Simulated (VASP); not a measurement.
Runs of VASP 6.6.1 on NaWO3. It takes space group Pm-3m (No. 221, cubic). The conventional cell has a = 3.860 Å, b = 3.860 Å, c = 3.860 Å, α = 90.00°, β = 90.00°, γ = 90.00°. Within 3.6 Å of Na (site symmetry m-3m) lie 12 O at 2.73 Å and 8 W at 3.34 Å. Within 2.6 Å of W (site symmetry m-3m) lie 6 O at 1.93 Å. O (site symmetry 4/mmm) has 2 W at 1.93 Å within 2.6 Å. 

| k mesh | gap on the mesh (eV) | pressure (GPa) |
| --- | --- | --- |
| 2 × 2 × 2 | none | -1.7 |
| 5 × 5 × 5 | none | -0.2 |
| 6 × 6 × 6 | none | (a) |
| 3 × 3 × 3 | none | -0.2 |
| 7 × 7 × 7 | none | -0.7 |

Alike in all rows: task single point; level LDA; potentials or basis VASP PAW LDA potentials, release 64 (Na_pv, W_sv, O); no spin polarisation; cell as given; cutoff (eV) 600; smearing fermi-dirac 0.1 eV.

Task: Fill in the values left out.

Result: (a) -0.5.

Caveats: some runs use coarse meshes; spin-orbit coupling is left out, which moves the levels of the heavy elements; an odd number of electrons without spin polarisation forces a metal; a magnetic or distorted state may lie lower.

A k mesh can miss the band edges, and the runs leave out spin-orbit coupling on W.

A gap of «none» marks levels without a gap at the run's occupations.
